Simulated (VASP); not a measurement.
Runs of VASP 6.6.1 on AlGa2N3. The structure is that of space group P3m1 (No. 156), or close to it. The cells are those of the table. 

| task | level | cell | k mesh | cutoff (eV) | smearing | gap on the mesh (eV) | pressure (GPa) | largest force (eV/Å) |
| --- | --- | --- | --- | --- | --- | --- | --- | --- |
| single point | PBE | a = 3.403, b = 3.403, c = 8.335 Å, angles 90.0, 90.0, 120.0°, 6 atoms | 6 × 6 × 2 | 520 | gaussian 0.1 eV | 0.85 | -23.2 | 0.76 |
| single point | PBE | a = 3.184, b = 3.184, c = 7.799 Å, angles 90.0, 90.0, 120.0°, 6 atoms | 6 × 6 × 2 | 520 | gaussian 0.1 eV | (b) | (a) | 0.02 |
| single point | PBE | a = 3.150, b = 3.150, c = 7.716 Å, angles 90.0, 90.0, 120.0°, 6 atoms | 12 × 12 × 4 | 520 | gaussian 0.02 eV | (c) | 5.8 | 0.02 |
| single point | PBE | a = 3.182, b = 3.182, c = 7.795 Å, angles 90.0, 90.0, 120.0°, 6 atoms | 12 × 12 × 4 | 520 | gaussian 0.02 eV | 2.15 | 0.0 | 0.02 |
| single point | r2SCAN | a = 3.182, b = 3.182, c = 7.795 Å, angles 90.0, 90.0, 120.0°, 6 atoms | 12 × 12 × 4 | 520 | gaussian 0.02 eV | 2.59 | -5.1 | 0.04 |
| relaxation of cell and atoms | PBE | relaxed from a = 3.403, b = 3.403, c = 8.335 Å, angles 90.0, 90.0, 120.0°, 6 atoms | 6 × 6 × 2 | 600 | gaussian 0.1 eV | 2.15 | -0.1 | 0.02 |

Alike in all rows: potentials or basis VASP PAW PBE potentials, release 64 (Al, Ga_d, N); no spin polarisation.

Problem. Estimate the missing entries.

Solution. (a) -0.4; (b) 2.13; (c) 2.35.

Caveats: the PAW data sets were made with another functional, which shifts forces and pressure a little (some runs).

A k mesh can miss the band edges, and the runs leave out spin-orbit coupling on Ga.
